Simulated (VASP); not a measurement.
Write the native input for VASP 6.6.1 that does the following.

| Quantity | Value |
| --- | --- |
| Task | single point |
| Functional | r2SCAN |
| Potentials or basis | VASP PAW PBE potentials, release 64 (Al, Ga_d, N) |
| Cutoff | 520 eV |
| k mesh | 6 × 8 × 4 |
| Occupations | gaussian, width 0.02 eV |
| Spin | no spin polarisation |
| Dipole correction | no |
| Further INCAR settings | ALGO = Normal; EDIFF = 1e-07; NBANDS = 41 |

The system is AlGa3N4.

```
Al Ga N
1.0
     5.15108    0.00000    0.00006
     0.00000    3.17924    0.00000
    -0.00362    0.00000    5.39484
Al Ga N
1 3 4
Direct
  0.00014 0.50000 0.66780
  0.49852 0.50000 0.33443
  0.49858 0.00000 0.83071
  0.99914 0.00000 0.16687
  0.12010 0.50000 0.33868
  0.11784 0.00000 0.82397
  0.62077 0.00000 0.16823
  0.63250 0.50000 0.66930
```

One way to write it, as run:

POSCAR

```
AlGa3N4
1.0
    5.1510825150      0.0000000000      0.0000622431
    0.0000000000      3.1792379168      0.0000000000
   -0.0036184697      0.0000000000      5.3948396732
Al Ga N
1 3 4
Direct
    0.0001350419      0.5000000000      0.6678038503
    0.4985240658      0.5000000000      0.3344332955
    0.4985810700      0.0000000000      0.8307060948
    0.9991386729      0.0000000000      0.1668711138
    0.1201039387      0.5000000000      0.3386819566
    0.1178426257      0.0000000000      0.8239696763
    0.6207721955      0.0000000000      0.1682338073
    0.6325023997      0.5000000000      0.6693012053
```

INCAR.step1

```
  PREC = Accurate
  ENCUT = 520
  ISMEAR = 0
  SIGMA = 0.02
  LREAL = False
  LASPH = True
  NELM = 60
  NBANDS = 41
  GGA = PE
  ALGO = Normal
  EDIFF = 1E-4
  LWAVE = True
  LCHARG = False
```

INCAR.step2

```
  PREC = Accurate
  ENCUT = 520
  EDIFF = 1E-7
  ISMEAR = 0
  SIGMA = 0.02
  LREAL = False
  LASPH = True
  NELM = 60
  ALGO = Normal
  ISIF = 2
  LWAVE = False
  LCHARG = False
  METAGGA = R2SCAN
  LMIXTAU = True
  NBANDS = 41
  ISTART = 1
```

KPOINTS

```
regular mesh
0
Gamma
  6 8 4
```

Potentials or basis: VASP PAW PBE potentials, release 64 (Al, Ga_d, N).

Run with:

```console
$ cat potpaw_PBE.64/Al/POTCAR potpaw_PBE.64/Ga_d/POTCAR potpaw_PBE.64/N/POTCAR > POTCAR
$ cp INCAR.step1 INCAR
$ mpirun -np 1 vasp_std > vasp.out
$ cp INCAR.step2 INCAR
$ mpirun -np 1 vasp_std > vasp.out
```

It gave:

```
Pressure               : 2.3 GPa
Largest force          : 0.088 eV/Å
Band gap on the k mesh : 2.88 eV
```

Caveat: the PAW data sets were made with another functional, which shifts forces and pressure a little.

It took 6.1 min on 1 thread of Intel(R) Xeon(R) 6975P-C (Granite Rapids), with other jobs on the host, peak memory 0.34 GiB.
